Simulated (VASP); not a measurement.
# Al2Cu (I4/mcm) in VASP: single point with LDA

Aim: the single point of Al2Cu with LDA.

All numbers are computed with VASP 6.6.1; they aren't measurements. Logs are shortened: lines on timing, memory, paths and dates and some standing lists are left out, and cuts for length are marked.

**1. The cell of the first run**

It takes space group I4/mcm (No. 140, tetragonal). Conventional cell: a = 5.934 Å, b = 5.934 Å, c = 4.784 Å, α = 90.00°, β = 90.00°, γ = 90.00°. Al (site symmetry m2m) has 4 Cu at 2.53 Å and 11 Al at 2.68 to 3.15 Å within 3.3 Å. Cu (site symmetry 422) has 2 Cu at 2.39 Å and 8 Al at 2.53 Å within 3.2 Å.

**2. Single point, LDA**

INCAR

```
SYSTEM = Al2Cu
PREC     = Accurate       ! precision mode
ENCUT    = 520            ! plane-wave cutoff, eV
EDIFF    = 1E-6           ! SCF threshold, eV
ISMEAR   = 0              ! smearing method
SIGMA    = 0.15           ! smearing width, eV
LREAL    = .FALSE.        ! projectors in reciprocal space
LASPH    = .TRUE.         ! aspherical terms in the spheres
NELM     = 60             ! most SCF steps
ALGO     = Fast           ! electronic algorithm
ISIF     = 2              ! what is computed and relaxed
LWAVE    = .FALSE.        ! write WAVECAR
LCHARG   = .TRUE.         ! write CHGCAR
LELF     = .TRUE.         ! ELF
LVHAR    = .TRUE.       
NBANDS   = 26             ! bands
```

KPOINTS

```
regular mesh
0
G
  10 10 10
  0 0 0
```

POSCAR

```
Al2Cu
1.0
   -2.9667541119      2.9667541119      2.3917784768
    2.9667541119     -2.9667541119      2.3917784768
    2.9667541119      2.9667541119     -2.3917784768
Al Cu
4 2
Direct
    0.1595538967      0.6595538967      0.8191077933
    0.6595538967      0.8404461033      0.5000000000
    0.8404461033      0.3404461033      0.1808922067
    0.3404461033      0.1595538967      0.5000000000
    0.7500000000      0.7500000000      0.0000000000
    0.2500000000      0.2500000000      0.0000000000
```

Potentials or basis: VASP PAW LDA potentials, release 64 (Al, Cu).

Run with:

```sh
$ cat potpaw_LDA.64/Al/POTCAR potpaw_LDA.64/Cu/POTCAR > POTCAR
$ mpirun -np 1 vasp_std > vasp.out
```

OUTCAR:

```text
SYSTEM = Al2Cu
   PREC = Accurate
   ENCUT = 520
   EDIFF = 1E-6
   ISMEAR = 0
   LREAL = .FALSE.
   LASPH = .TRUE.
   NELM = 60
   ISIF = 2

 ion  position               nearest neighbor table
   1  0.160  0.660  0.819-   5 2.53   6 2.53   5 2.53   6 2.53   3 2.68   3 2.83   3 2.83   4 3.05
                             2 3.05   2 3.05   4 3.05   4 3.15   2 3.15   2 3.15   4 3.15
   2  0.660  0.840  0.500-   6 2.53   5 2.53   5 2.53   6 2.53   4 2.68   4 2.83   4 2.83   3 3.05
                             1 3.05   1 3.05   3 3.05   1 3.15   3 3.15   1 3.15   3 3.15
   3  0.840  0.340  0.181-   5 2.53   6 2.53   5 2.53   6 2.53   1 2.68   1 2.83   1 2.83   2 3.05
                             4 3.05   4 3.05   2 3.05   4 3.15   2 3.15   4 3.15   2 3.15
   4  0.340  0.160  0.500-   5 2.53   6 2.53   6 2.53   5 2.53   2 2.68   2 2.83   2 2.83   3 3.05
                             1 3.05   1 3.05   3 3.05   1 3.15   3 3.15   3 3.15   1 3.15
   5  0.750  0.750  0.000-   6 2.39   6 2.39   4 2.53   2 2.53   4 2.53   2 2.53   1 2.53   3 2.53
                             3 2.53   1 2.53
   6  0.250  0.250  0.000-   5 2.39   5 2.39   2 2.53   4 2.53   2 2.53   4 2.53   3 2.53   1 2.53
                             1 2.53   3 2.53

  LATTYP: Found a body centered tetragonal cell.
 ALAT       =     5.9335082238
 C/A-ratio  =     0.8061937008

  Lattice vectors:

 A1 = (  -2.9667541119,   2.9667541119,   2.3917784768)
 A2 = (   2.9667541119,  -2.9667541119,   2.3917784768)
 A3 = (   2.9667541119,   2.9667541119,  -2.3917784768)

Analysis of symmetry for initial positions (statically):
=====================================================================
 Subroutine PRICEL returns:
 Original cell was already a primitive cell.

 Routine SETGRP: Setting up the symmetry group for a
 body centered tetragonal supercell.

 Subroutine GETGRP returns: Found 16 space group operations
 (whereof  8 operations were pure point group operations)
 out of a pool of 16 trial point group operations.

The static configuration has the point symmetry C_4h.
 The point group associated with its full space group is D_4h.

Analysis of symmetry for dynamics (positions and initial velocities):
=====================================================================
 Subroutine PRICEL returns:
 Original cell was already a primitive cell.

 Routine SETGRP: Setting up the symmetry group for a
 body centered tetragonal supercell.

 Subroutine GETGRP returns: Found 16 space group operations
 (whereof  8 operations were pure point group operations)
 out of a pool of 16 trial point group operations.

The dynamic configuration has the point symmetry C_4h.
 The point group associated with its full space group is D_4h.

 Subroutine INISYM returns: Found 16 space group operations
 (whereof  8 operations are pure point group operations),
 and found     1 'primitive' translations

----------------------------------------------------------------------------------------

                                     Primitive cell

  volume of cell :      84.2062

  direct lattice vectors                    reciprocal lattice vectors
    -2.966754112  2.966754112  2.391778477     0.000000000  0.168534358  0.209049460
     2.966754112 -2.966754112  2.391778477     0.168534358  0.000000000  0.209049460
     2.966754112  2.966754112 -2.391778477     0.168534358  0.168534358  0.000000000

  length of vectors
     4.829478668  4.829478668  4.829478668     0.268524686  0.268524686  0.238343575

  position of ions in fractional coordinates (direct lattice)
     0.159553897  0.659553897  0.819107793
     0.659553897  0.840446103  0.500000000
     0.840446103  0.340446103  0.180892207
     0.340446103  0.159553897  0.500000000
     0.750000000  0.750000000  0.000000000
     0.250000000  0.250000000  0.000000000

  ion indices of the primitive-cell ions
   primitive index   ion index
                 1           1
                 2           2
                 3           3
                 4           4
                 5           5
                 6           6

----------------------------------------------------------------------------------------

 KPOINTS: regular mesh

Automatic generation of k-mesh.
 Grid dimensions read from file:
 generate k-points for:   10   10   10

 Generating k-lattice:

  Cartesian coordinates                     Fractional coordinates (reciprocal lattice)
     0.000000000  0.016853436  0.020904946     0.100000000  0.000000000  0.000000000
     0.016853436  0.000000000  0.020904946     0.000000000  0.100000000  0.000000000
     0.016853436  0.016853436  0.000000000     0.000000000  0.000000000  0.100000000

  Length of vectors
     0.026852469  0.026852469  0.023834358

  Shift w.r.t. Gamma in fractional coordinates (k-lattice)
     0.000000000  0.000000000  0.000000000

 Subroutine IBZKPT returns following result:
 ===========================================

 Found    102 irreducible k-points:

 Following reciprocal coordinates:
            Coordinates               Weight
  0.000000  0.000000  0.000000      1.000000
  0.100000  0.000000  0.000000      8.000000
  0.200000  0.000000  0.000000      8.000000
  0.300000  0.000000  0.000000      8.000000
  0.400000  0.000000 -0.000000      8.000000
  0.500000 -0.000000  0.000000      4.000000
[... 16 lines left out ...]
  0.300000  0.300000  0.000000      8.000000
  0.400000  0.300000  0.000000     16.000000
 [... further k-points ...]
   k-points           NKPTS =    102   k-points in BZ     NKDIM =    102   number of bands    NBANDS=     26
   number of dos      NEDOS =    301   number of ions     NIONS =      6
   total plane-waves  NPLWV =  46656
   dimension x,y,z NGX =    36 NGY =   36 NGZ =   36
   dimension x,y,z NGXF=    72 NGYF=   72 NGZF=   72
   ions per type =               4   2
   NGX,Y,Z   is equivalent  to a cutoff of  12.39, 12.39, 12.39 a.u.
   NGXF,Y,Z  is equivalent  to a cutoff of  24.78, 24.78, 24.78 a.u.
 SYSTEM =  Al2Cu
   PREC   = accura    normal or accurate (medium, high low for compatibility)
   ISTART =      0    job   : 0-new  1-cont  2-samecut
   ICHARG =      2    charge: 1-file 2-atom 10-const
   ISPIN  =      1    spin polarized calculation?
   LNONCOLLINEAR =      F non collinear calculations
   LSORBIT =      F    spin-orbit coupling
   LASPH  =      T    aspherical Exc in radial PAW
   ENCUT  =  520.0 eV  38.22 Ry    6.18 a.u.   8.98  8.98  8.98*2*pi/ulx,y,z
   NELM   =     60;   NELMIN=  2; NELMDL= -5     # of ELM steps
   EDIFF  = 0.1E-05   stopping-criterion for ELM
   LREAL  =      F    real-space projection
   EDIFFG = 0.1E-04   stopping-criterion for IOM
   NSW    =      0    number of steps for IOM
   IBRION =     -1    ionic relax: 0-MD 1-quasi-New 2-CG
   NFREE  =      0    steps in history (QN), initial steepest desc. (CG)
   ISIF   =      2    stress and relaxation
   ISYM   =      2    0-nonsym 1-usesym 2-fastsym
   POTIM  = 0.5000    time-step for ionic-motion
   TEBEG  =    0.0;   TEEND  =   0.0 temperature during run
   PSTRESS=    0.0 pullay stress
   NELECT =      34.0000    total number of electrons
   NUPDOWN=      -1.0000    fix difference up-down
   EMIN   =  10.00;   EMAX   =-10.00  energy-range for DOS
   EFERMI =   0.00;   METHOD = LEGACY
   ISMEAR =     0;   SIGMA  =   0.15  broadening in eV -4-tet -1-fermi 0-gaus
   EFERMI_NEDOS =   21; number of points for ismear=-14 and -15
   IALGO  =     68    algorithm
   IMIX   =      4    mixing-type and parameters
     AMIX     =   0.40;   BMIX     =  1.00
     AMIX_MAG =   1.60;   BMIX_MAG =  1.00
  volume/ion in A,a.u.               =      14.03        94.71
  Fermi-wavevector in a.u.,A,eV,Ry     =   1.210003  2.286574 19.920389  1.464107
  Thomas-Fermi vector in A             =   2.345563
   LORBIT       =      0    0 simple, 1 ext, 2 COOP (PROOUT), +10 PAW based schemes
   GGA     = CA    functional components
   LHFCALC =     F    Hartree Fock is set to
   AEXX    =    0.0000 exact exchange contribution
   IVDW    =     0    specifies the selected vdW correction
   LEPSILON=     F    determine dielectric tensor
   LRPA    =     F    only Hartree local field effects (RPA)
 non-spin polarized calculation
 RMM-DIIS sequential band-by-band and
 Gauss-broadening in eV      SIGMA  =   0.15
  energy-cutoff  :      520.00
  volume of cell :       84.21
 maximum number of plane-waves:      2289
   NGX = 17   NGY = 17   NGZ = 17

 number of electron      34.0000044 magnetization

 Free energy of the ion-electron system (eV)
  ---------------------------------------------------
  ext. energy  EPLUGINS =         0.00000000
  ---------------------------------------------------
  free energy    TOTEN  =       -27.29853054 eV

  energy without entropy =      -27.27876770  energy(sigma->0) =      -27.28864912

 E-fermi :   8.4365     XC(G=0): -11.3158

 val. band max:        8.4310547593   @ k =  -0.1000   0.3000   0.1000
 cond. band min:       8.4457819776   @ k =  -0.3000  -0.3000   0.2000
 fundamental gap:      0.0147272183
 Fermi energy:         8.4364761479

 k-point     1 :       0.0000    0.0000    0.0000
  band No.  band energies     occupation
      1      -2.7131      2.00000
      2       2.7907      2.00000
      3       2.9636      2.00000
      4       2.9636      2.00000
      5       2.9755      2.00000
      6       3.9322      2.00000
[... 18 lines left out ...]
     25      13.8890      0.00000
     26      14.5381      0.00000

 k-point     2 :       0.1000    0.0000    0.0000
  band No.  band energies     occupation
      1      -2.6044      2.00000
      2       2.7857      2.00000
      3       2.9441      2.00000
      4       2.9619      2.00000
      5       3.0040      2.00000
      6       3.9163      2.00000
[... 18 lines left out ...]
     25      14.0100      0.00000
[... 608 lines left out ...]
     25      14.7747      0.00000
     26      15.8327      0.00000

 k-point    24 :       0.4000    0.3000    0.0000
  band No.  band energies     occupation
      1      -0.2753      2.00000
      2       0.5296      2.00000
      3       1.3260      2.00000
      4       2.8862      2.00000
      5       3.3707      2.00000
      6       3.5302      2.00000
[... 18 lines left out ...]
     25      15.6889      0.00000
     26      15.7226      0.00000

 [... further k-points ...]

------------------------ aborting loop because EDIFF is reached ----------------------------------------

  FORCE on cell =-STRESS in cart. coord.  units (eV):
  Direction    XX          YY          ZZ          XY          YZ          ZX
  --------------------------------------------------------------------------------------
  -------------------------------------------------------------------------------------
  Total        0.2382238      0.2382238      0.2026817      0.0000000      0.0000000      0.0000000
  in kB        4.5326443      4.5326443      3.8563919      0.0000000      0.0000000      0.0000000
  external PRESSURE =       4.3072269 kB  Pullay stress =       0.0000000 kB

 VOLUME and BASIS-vectors are now :
 -----------------------------------------------------------------------------
  energy-cutoff  :      520.00
  volume of cell :       84.21
      direct lattice vectors                 reciprocal lattice vectors
    -2.966754112  2.966754112  2.391778477     0.000000000  0.168534358  0.209049460
     2.966754112 -2.966754112  2.391778477     0.168534358  0.000000000  0.209049460
     2.966754112  2.966754112 -2.391778477     0.168534358  0.168534358  0.000000000

 POSITION                                       TOTAL-FORCE (eV/Angst)
 -----------------------------------------------------------------------------------
      3.91347      0.94671      0.00000        -0.002741     -0.002741     -0.000000
      2.02004      0.94671      2.39178         0.002741     -0.002741      0.000000
     -0.94671      2.02004      2.39178         0.002741      0.002741      0.000000
      0.94671      2.02004      0.00000        -0.002741      0.002741      0.000000
      0.00000      0.00000      3.58767         0.000000     -0.000000      0.000000
      0.00000      0.00000      1.19589         0.000000     -0.000000      0.000000
 -----------------------------------------------------------------------------------
    total drift:                                0.000000      0.000000      0.000000

  FREE ENERGIE OF THE ION-ELECTRON SYSTEM (eV)
  ---------------------------------------------------
  free  energy   TOTEN  =       -27.2985305362 eV

  energy  without entropy=      -27.2787676956  energy(sigma->0) =      -27.28864912
```

Wall time 6 min (1 thread of Intel Xeon 8259CL, shared host); peak memory 0.31 GiB.

Results:

```yaml
Free_energy: -27.2985 eV
Pressure: 0.4 GPa
Largest_force: 0.004 eV/Å
Band_gap_on_the_k_mesh: zero (bands 17 and 18 overlap by 4.47 eV)
```

Forces on the atoms (eV/Å):
```
Al  -0.003 -0.003  0.000
Al   0.003 -0.003  0.000
Al   0.003  0.003  0.000
Al  -0.003  0.003  0.000
Cu   0.000  0.000  0.000
Cu   0.000  0.000  0.000
```

Levels at points of the mesh, in eV from the Fermi level:
```tsv
k point	band 14	band 15	band 16	band 17	band 18	band 19	band 20	band 21
(0.00, 0.00, 0.00)	-2.01	-1.48	-1.30	-1.30	-0.86	-0.20	0.08	1.58
(0.50, 0.00, 0.00)	-3.23	-2.73	-2.73	0.24	0.24	4.19	4.19	4.45
(0.50, 0.50, 0.00)	-2.92	-1.55	-1.33	-0.90	-0.71	0.87	1.33	4.74
(0.50, 0.50, 0.50)	-3.45	-3.45	-1.91	2.65	2.98	2.98	3.43	4.27
```
